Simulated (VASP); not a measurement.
# Zr3MoS (P4mm) in VASP: single point with PBE

Aim: the single point of Zr3MoS with PBE.

Everything below comes from runs of VASP 6.6.1. Logs are shortened: lines on timing, memory, paths and dates and some standing lists are left out, and cuts for length are marked.

## Step 1: The cell of the first run

Symmetry: P4mm, No. 99, tetragonal system. Conventional cell: a = 3.481 Å, b = 3.481 Å, c = 8.372 Å, α = 90.00°, β = 90.00°, γ = 90.00°. Zr (site symmetry 4mm) has 1 S at 2.55 Å and 4 Mo at 2.91 Å and 5 Zr at 3.09 to 3.48 Å within 3.5 Å. Zr (site symmetry 4mm) has 1 S at 2.74 Å and 4 Mo at 2.90 Å and 9 Zr at 3.09 to 3.48 Å within 3.6 Å. Zr (site symmetry 4mm) has 4 S at 2.54 Å and 4 Zr at 3.26 Å within 3.3 Å. Mo (site symmetry 4mm) has 9 Zr at 2.90 to 3.66 Å and 4 Mo at 3.48 Å within 3.8 Å. S (site symmetry 4mm) has 6 Zr at 2.54 to 2.74 Å within 3.3 Å.

## Step 2: Single point, PBE

INCAR

```
SYSTEM = Zr3MoS
PREC     = Accurate       ! precision mode
ENCUT    = 520            ! plane-wave cutoff, eV
EDIFF    = 1E-7           ! SCF threshold, eV
ISMEAR   = 0              ! smearing method
SIGMA    = 0.1            ! smearing width, eV
LREAL    = .False.        ! projectors in reciprocal space
LASPH    = .True.         ! aspherical terms in the spheres
NELM     = 100            ! most SCF steps
ALGO     = Normal         ! electronic algorithm
ISIF     = 2              ! what is computed and relaxed
LWAVE    = .False.        ! write WAVECAR
LCHARG   = .False.        ! write CHGCAR
GGA      = PE             ! functional
NBANDS   = 36             ! bands
```

KPOINTS

```
regular mesh
0
Gamma
  12 12 6
  0 0 0
```

POSCAR

```
Zr3MoS
1.0
    3.4812959126      0.0000000000      0.0000000000
    0.0000000000      3.4812959126      0.0000000000
    0.0000000000      0.0000000000      8.3720351979
Zr Mo S
3 1 1
Direct
    0.0000000000      0.0000000000      0.3254167545
    0.0000000000      0.0000000000      0.6940855385
    0.5000000000      0.5000000000      0.9484666813
    0.5000000000      0.5000000000      0.5108690674
    0.0000000000      0.0000000000      0.0211619580
```

Potentials or basis: VASP PAW PBE potentials, release 64 (Zr_sv, Mo_sv, S).

Started as:

```console
> cat potpaw_PBE.64/Zr_sv/POTCAR potpaw_PBE.64/Mo_sv/POTCAR potpaw_PBE.64/S/POTCAR > POTCAR
> mpirun -np 1 vasp_std > vasp.out
```

OUTCAR:

```text
SYSTEM = Zr3MoS
   PREC = Accurate
   ENCUT = 520
   EDIFF = 1E-7
   ISMEAR = 0
   LREAL = .False.
   LASPH = .True.
   NELM = 100
   ISIF = 2
   GGA = PE

 ion  position               nearest neighbor table
   1  0.000  0.000  0.325-   5 2.55   4 2.91   4 2.91   4 2.91   4 2.91   2 3.09
   2  0.000  0.000  0.694-   5 2.74   4 2.90   4 2.90   4 2.90   4 2.90   1 3.09   3 3.26   3 3.26
                             3 3.26   3 3.26
   3  0.500  0.500  0.948-   5 2.54   5 2.54   5 2.54   5 2.54   2 3.26   2 3.26   2 3.26   2 3.26
                             4 3.66
   4  0.500  0.500  0.511-   2 2.90   2 2.90   2 2.90   2 2.90   1 2.91   1 2.91   1 2.91   1 2.91
                             3 3.66
   5  0.000  0.000  0.021-   3 2.54   3 2.54   3 2.54   3 2.54   1 2.55   2 2.74

  LATTYP: Found a simple tetragonal cell.
 ALAT       =     3.4812959126
 C/A-ratio  =     2.4048616975

  Lattice vectors:

 A1 = (   3.4812959126,   0.0000000000,   0.0000000000)
 A2 = (   0.0000000000,   3.4812959126,   0.0000000000)
 A3 = (   0.0000000000,   0.0000000000,   8.3720351979)

Analysis of symmetry for initial positions (statically):
=====================================================================
 Subroutine PRICEL returns:
 Original cell was already a primitive cell.

 Routine SETGRP: Setting up the symmetry group for a
 simple tetragonal supercell.

 Subroutine GETGRP returns: Found  8 space group operations
 (whereof  8 operations were pure point group operations)
 out of a pool of 16 trial point group operations.

The static configuration has the point symmetry C_4v.

Analysis of symmetry for dynamics (positions and initial velocities):
=====================================================================
 Subroutine PRICEL returns:
 Original cell was already a primitive cell.

 Routine SETGRP: Setting up the symmetry group for a
 simple tetragonal supercell.

 Subroutine GETGRP returns: Found  8 space group operations
 (whereof  8 operations were pure point group operations)
 out of a pool of 16 trial point group operations.

The dynamic configuration has the point symmetry C_4v.

 Subroutine INISYM returns: Found  8 space group operations
 (whereof  8 operations are pure point group operations),
 and found     1 'primitive' translations

----------------------------------------------------------------------------------------

                                     Primitive cell

  volume of cell :     101.4642

  direct lattice vectors                    reciprocal lattice vectors
     3.481295913  0.000000000  0.000000000     0.287249353  0.000000000  0.000000000
     0.000000000  3.481295913  0.000000000     0.000000000  0.287249353  0.000000000
     0.000000000  0.000000000  8.372035198     0.000000000  0.000000000  0.119445269

  length of vectors
     3.481295913  3.481295913  8.372035198     0.287249353  0.287249353  0.119445269

  position of ions in fractional coordinates (direct lattice)
     0.000000000  0.000000000  0.325416754
     0.000000000  0.000000000  0.694085538
     0.500000000  0.500000000  0.948466681
     0.500000000  0.500000000  0.510869067
     0.000000000  0.000000000  0.021161958

  ion indices of the primitive-cell ions
   primitive index   ion index
                 1           1
                 2           2
                 3           3
                 4           4
                 5           5

----------------------------------------------------------------------------------------

 KPOINTS: regular mesh

Automatic generation of k-mesh.
 Grid dimensions read from file:
 generate k-points for:   12   12    6

 Generating k-lattice:

  Cartesian coordinates                     Fractional coordinates (reciprocal lattice)
     0.023937446  0.000000000  0.000000000     0.083333333  0.000000000  0.000000000
     0.000000000  0.023937446  0.000000000     0.000000000  0.083333333  0.000000000
     0.000000000  0.000000000  0.019907545     0.000000000  0.000000000  0.166666667

  Length of vectors
     0.023937446  0.023937446  0.019907545

  Shift w.r.t. Gamma in fractional coordinates (k-lattice)
     0.000000000  0.000000000  0.000000000

 Subroutine IBZKPT returns following result:
 ===========================================

 Found    112 irreducible k-points:

 Following reciprocal coordinates:
            Coordinates               Weight
  0.000000  0.000000  0.000000      1.000000
  0.083333  0.000000  0.000000      4.000000
  0.166667  0.000000  0.000000      4.000000
  0.250000  0.000000  0.000000      4.000000
  0.333333  0.000000  0.000000      4.000000
  0.416667  0.000000  0.000000      4.000000
[... 16 lines left out ...]
  0.333333  0.333333  0.000000      4.000000
  0.416667  0.333333  0.000000      8.000000
 [... further k-points ...]
   k-points           NKPTS =    112   k-points in BZ     NKDIM =    112   number of bands    NBANDS=     36
   number of dos      NEDOS =    301   number of ions     NIONS =      5
   total plane-waves  NPLWV =  50176
   dimension x,y,z NGX =    28 NGY =   28 NGZ =   64
   dimension x,y,z NGXF=    56 NGYF=   56 NGZF=  128
   ions per type =               3   1   1
   NGX,Y,Z   is equivalent  to a cutoff of  13.37, 13.37, 12.71 a.u.
   NGXF,Y,Z  is equivalent  to a cutoff of  26.74, 26.74, 25.42 a.u.
 SYSTEM =  Zr3MoS
   PREC   = accura    normal or accurate (medium, high low for compatibility)
   ISTART =      0    job   : 0-new  1-cont  2-samecut
   ICHARG =      2    charge: 1-file 2-atom 10-const
   ISPIN  =      1    spin polarized calculation?
   LNONCOLLINEAR =      F non collinear calculations
   LSORBIT =      F    spin-orbit coupling
   LASPH  =      T    aspherical Exc in radial PAW
   ENCUT  =  520.0 eV  38.22 Ry    6.18 a.u.   6.47  6.47 15.57*2*pi/ulx,y,z
   NELM   =    100;   NELMIN=  2; NELMDL= -5     # of ELM steps
   EDIFF  = 0.1E-06   stopping-criterion for ELM
   LREAL  =      F    real-space projection
   EDIFFG = 0.1E-05   stopping-criterion for IOM
   NSW    =      0    number of steps for IOM
   IBRION =     -1    ionic relax: 0-MD 1-quasi-New 2-CG
   NFREE  =      0    steps in history (QN), initial steepest desc. (CG)
   ISIF   =      2    stress and relaxation
   ISYM   =      2    0-nonsym 1-usesym 2-fastsym
   POTIM  = 0.5000    time-step for ionic-motion
   TEBEG  =    0.0;   TEEND  =   0.0 temperature during run
   PSTRESS=    0.0 pullay stress
   NELECT =      56.0000    total number of electrons
   NUPDOWN=      -1.0000    fix difference up-down
   EMIN   =  10.00;   EMAX   =-10.00  energy-range for DOS
   EFERMI =   0.00;   METHOD = LEGACY
   ISMEAR =     0;   SIGMA  =   0.10  broadening in eV -4-tet -1-fermi 0-gaus
   EFERMI_NEDOS =   21; number of points for ismear=-14 and -15
   IALGO  =     38    algorithm
   IMIX   =      4    mixing-type and parameters
     AMIX     =   0.40;   BMIX     =  1.00
     AMIX_MAG =   1.60;   BMIX_MAG =  1.00
  volume/ion in A,a.u.               =      20.29       136.94
  Fermi-wavevector in a.u.,A,eV,Ry     =   1.342868  2.537652 24.535296  1.803293
  Thomas-Fermi vector in A             =   2.470987
   LORBIT       =      0    0 simple, 1 ext, 2 COOP (PROOUT), +10 PAW based schemes
   GGA     = PE    functional components
   LHFCALC =     F    Hartree Fock is set to
   AEXX    =    0.0000 exact exchange contribution
   IVDW    =     0    specifies the selected vdW correction
   LEPSILON=     F    determine dielectric tensor
   LRPA    =     F    only Hartree local field effects (RPA)
 non-spin polarized calculation
 Gauss-broadening in eV      SIGMA  =   0.10
  energy-cutoff  :      520.00
  volume of cell :      101.46
 maximum number of plane-waves:      2776
 NGX is ok and might be reduce to    28
   NGX = 13   NGY = 13   NGZ = 31

 number of electron      56.0000002 magnetization

 Free energy of the ion-electron system (eV)
  ---------------------------------------------------
  ext. energy  EPLUGINS =         0.00000000
  ---------------------------------------------------
  free energy    TOTEN  =       -43.70588908 eV

  energy without entropy =      -43.68727528  energy(sigma->0) =      -43.69658218

 E-fermi :   9.2697     XC(G=0): -11.3383

 val. band max:        9.2647921372   @ k =   0.1667   0.0833   0.1667
 cond. band min:       9.2720560532   @ k =   0.4167   0.0833   0.1667
 fundamental gap:      0.0072639160
 Fermi energy:         9.2696630058

 k-point     1 :       0.0000    0.0000    0.0000
  band No.  band energies     occupation
      1     -50.8081      2.00000
      2     -39.8981      2.00000
      3     -39.4079      2.00000
      4     -39.0505      2.00000
      5     -24.9494      2.00000
      6     -24.8636      2.00000
[... 28 lines left out ...]
     35      11.4525      0.00000
     36      11.7454      0.00000

 k-point     2 :       0.0833    0.0000    0.0000
  band No.  band energies     occupation
      1     -50.8077      2.00000
      2     -39.8965      2.00000
      3     -39.4069      2.00000
      4     -39.0496      2.00000
      5     -24.9498      2.00000
      6     -24.8698      2.00000
[... 28 lines left out ...]
     35      11.5447      0.00000
     36      11.9192      0.00000

 k-point     3 :       0.1667    0.0000    0.0000
  band No.  band energies     occupation
      1     -50.8066      2.00000
      2     -39.8923      2.00000
      3     -39.4041      2.00000
      4     -39.0470      2.00000
      5     -24.9506      2.00000
      6     -24.8867      2.00000
[... 28 lines left out ...]
     35      11.7092      0.00000
     36      11.7190      0.00000
[... 742 lines left out ...]
 k-point    23 :       0.3333    0.3333    0.0000
  band No.  band energies     occupation
      1     -50.7994      2.00000
      2     -39.8654      2.00000
      3     -39.3838      2.00000
      4     -39.0273      2.00000
      5     -24.9430      2.00000
      6     -24.9333      2.00000
[... 28 lines left out ...]
     35      12.2486      0.00000
     36      12.4473      0.00000

 k-point    24 :       0.4167    0.3333    0.0000
  band No.  band energies     occupation
      1     -50.7983      2.00000
      2     -39.8616      2.00000
      3     -39.3807      2.00000
      4     -39.0242      2.00000
      5     -24.9493      2.00000
      6     -24.9405      2.00000
[... 28 lines left out ...]
     35      12.3646      0.00000
     36      12.6234      0.00000

 [... further k-points ...]
[... 5 lines left out ...]
  --------------------------------------------------------------------------------------
  -------------------------------------------------------------------------------------
  Total        0.0686930      0.0686930      0.0472118      0.0000000      0.0000000     -0.0000000
  in kB        1.0847014      1.0847014      0.7455002      0.0000000      0.0000000     -0.0000000
  external PRESSURE =       0.9716343 kB  Pullay stress =       0.0000000 kB

 VOLUME and BASIS-vectors are now :
 -----------------------------------------------------------------------------
  energy-cutoff  :      520.00
  volume of cell :      101.46
      direct lattice vectors                 reciprocal lattice vectors
     3.481295913  0.000000000  0.000000000     0.287249353  0.000000000  0.000000000
     0.000000000  3.481295913  0.000000000     0.000000000  0.287249353  0.000000000
     0.000000000  0.000000000  8.372035198     0.000000000  0.000000000  0.119445269

 POSITION                                       TOTAL-FORCE (eV/Angst)
 -----------------------------------------------------------------------------------
      0.00000      0.00000      2.72440         0.000000     -0.000000      0.010460
      0.00000      0.00000      5.81091        -0.000000     -0.000000      0.015914
      1.74065      1.74065      7.94060        -0.000000     -0.000000     -0.011673
      1.74065      1.74065      4.27701        -0.000000      0.000000     -0.013358
      0.00000      0.00000      0.17717        -0.000000     -0.000000     -0.001342
 -----------------------------------------------------------------------------------
    total drift:                                0.000000      0.000000      0.000215

  FREE ENERGIE OF THE ION-ELECTRON SYSTEM (eV)
  ---------------------------------------------------
  free  energy   TOTEN  =       -43.7058890847 eV

  energy  without entropy=      -43.6872752803  energy(sigma->0) =      -43.69658218
```

Run time: 3.4 min. Hardware: 1 thread of Intel Xeon 6975P-C (Granite Rapids), shared host; peak memory 0.48 GiB.

Results:

```
Free energy            : -43.7059 eV
Pressure               : 0.1 GPa
Largest force          : 0.016 eV/Å
Band gap on the k mesh : zero (bands 28 and 29 overlap by 0.67 eV)
```

Forces on the atoms (eV/Å):
```
Zr   0.000  0.000  0.010
Zr   0.000  0.000  0.016
Zr   0.000  0.000 -0.012
Mo   0.000  0.000 -0.013
S    0.000  0.000 -0.001
```

Levels at points of the mesh, in eV from the Fermi level:
```tsv
k point	band 24	band 25	band 26	band 27	band 28	band 29	band 30	band 31	band 32	band 33
(0.00, 0.00, 0.00)	-2.24	-2.22	-0.11	0.08	0.23	0.23	0.90	0.94	0.94	1.49
(0.50, 0.00, 0.00)	-1.46	-1.11	-0.97	-0.83	-0.02	1.20	1.23	1.44	2.12	2.17
(0.50, 0.50, 0.00)	-1.47	-0.99	-0.99	-0.84	-0.03	-0.03	2.07	2.31	2.41	2.46
(0.00, 0.00, 0.50)	-2.47	-2.30	0.10	0.19	0.29	0.29	0.72	0.72	0.86	2.09
(0.50, 0.00, 0.50)	-1.27	-1.22	-0.91	-0.71	0.18	0.82	0.93	1.53	2.34	2.45
(0.50, 0.50, 0.50)	-1.58	-1.39	-1.01	-1.01	0.27	0.27	2.16	2.31	2.51	2.51
```
